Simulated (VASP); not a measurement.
Here is a VASP 6.6.1 calculation.

Contents of INCAR:

```
  ALGO = Normal
  EDIFF = 1E-7
  EDIFFG = -0.002
  ENCUT = 500
  GGA = PS
  GGA_COMPAT = False
  IBRION = 2
  ISIF = 3
  ISMEAR = 0
  LASPH = True
  LCHARG = False
  LREAL = False
  LWAVE = False
  NELM = 120
  NELMIN = 4
  NSW = 100
  PREC = Accurate
  PSTRESS = 20.0
  SIGMA = 0.01
```

The input KPOINTS:

```
k-points
0
Gamma
  6 6 6
```

File POSCAR:

```
K2S
1.0
    3.6679106412      3.6679106412      0.0000000000
   -3.6679106412      3.6679106412      0.0000000000
    0.0000000000      3.6679106412      3.6679106412
K S
2 1
Direct
    0.2500000000      0.7500000000      0.5000000000
    0.7500000000      0.2500000000      0.5000000000
    0.0000000000      0.0000000000      0.0000000000
```

Potentials or basis: VASP PAW PBE potentials, release 64 (K_sv, S).

Command:

```console
$ cat potpaw_PBE.64/K_sv/POTCAR potpaw_PBE.64/S/POTCAR > POTCAR
$ mpirun -np 1 vasp_std > vasp.out
```

(1) What does it give for the space group after relaxing (to 0.05 Å)?

(2) What does it give for the relaxed volume?

(3) Estimate the band gap on the k mesh.

(4) What does it give for the relaxed cell?

Answers

(1) Fm-3m (No. 225).

(2) 30.38 Å³/atom.

(3) 2.54 eV, indirect (least direct gap 2.86 eV).

(4) a = 5.051 Å, b = 5.051 Å, c = 5.051 Å, α = 60.00°, β = 60.00°, γ = 90.00°.

Caveat: the cell is relaxed towards a set pressure, so the enthalpy falls and the energy may rise; the PAW data sets were made with another functional, which shifts forces and pressure a little.
